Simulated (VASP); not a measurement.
The system is ZnAuF3.

```
Zn Au F
1.0
     3.16547    0.00000    0.00000
     0.00000    3.16547    0.00000
     0.00000    0.00000    7.23899
Zn Au F
1 1 3
Direct
  0.00000 0.00000 0.00000
  0.00000 0.00000 0.50000
  0.50000 0.50000 0.00000
  0.00000 0.50000 0.00000
  0.50000 0.00000 0.00000
```

The cell was generated, and may not be a known phase.

```yaml
Program: VASP 6.6.1
Task: relaxation of cell and atoms
Functional: PBE
Potentials_or_basis: VASP PAW PBE potentials, release 64 (Zn, Au_sv_GW, F)
Cutoff: 700 eV
k_mesh: 6 × 6 × 4
Occupations: gaussian, width 0.1 eV
Spin: no spin polarisation
```

At the start: pressure 108.3 GPa; volume 14.51 Å³/atom.

Q: How do energy, volume and symmetry change on relaxing?

A: Over 16 steps the energy falls by 2933.5 meV/atom and the volume is 18.27 Å³/atom (+25.9 %); space group P4/mmm (No. 123, to 0.1 Å) before and after.

Step by step:
| step | energy change (eV) | largest force (eV/Å) | pressure (GPa) | volume (Å³) |
| --- | --- | --- | --- | --- |
| 1 | 0.0000 | 0.0000 | 108.34 | 72.54 |
| 2 | -0.5788 | 0.0000 | -35.72 | 210.40 |
| 3 | -13.8497 | 0.0000 | -6.39 | 131.33 |
| 4 | -14.0890 | 0.0000 | -4.28 | 125.78 |
| 5 | -14.2191 | 0.0000 | -0.56 | 117.97 |
| 6 | -14.2180 | 0.0000 | -1.09 | 118.99 |
| 7 | -14.2392 | 0.0000 | -1.10 | 117.41 |
| 8 | -14.3094 | 0.0000 | -1.04 | 112.67 |
| 9 | -14.4732 | 0.0000 | -0.63 | 103.19 |
| 10 | -14.5638 | 0.0000 | 4.66 | 84.24 |
| 11 | -14.5992 | 0.0000 | 0.23 | 95.83 |
| 12 | -14.6497 | 0.0000 | 1.72 | 90.04 |
| 13 | -14.6635 | 0.0000 | 0.81 | 89.88 |
| 14 | -14.6635 | 0.0000 | 0.85 | 89.89 |
| 15 | -14.6666 | 0.0000 | 0.38 | 90.73 |
| 16 | -14.6674 | 0.0000 | 0.07 | 91.33 |

Final structure:
```cif
data_structure
_symmetry_space_group_name_H-M 'P 1'
_symmetry_Int_Tables_number 1
_cell_length_a 4.1158
_cell_length_b 4.1158
_cell_length_c 5.3913
_cell_angle_alpha 90.000
_cell_angle_beta 90.000
_cell_angle_gamma 90.000
_cell_volume 91.33
loop_
_atom_site_label
_atom_site_type_symbol
_atom_site_fract_x
_atom_site_fract_y
_atom_site_fract_z
_atom_site_occupancy
Zn1 Zn 0.00000 0.00000 0.00000 1
Au1 Au 0.00000 0.00000 0.50000 1
F1 F 0.50000 0.50000 0.00000 1
F2 F 0.00000 0.50000 0.00000 1
F3 F 0.50000 0.00000 0.00000 1
```

Caveat: the volume moved by over 15 % at a fixed basis, so the end points are rough.
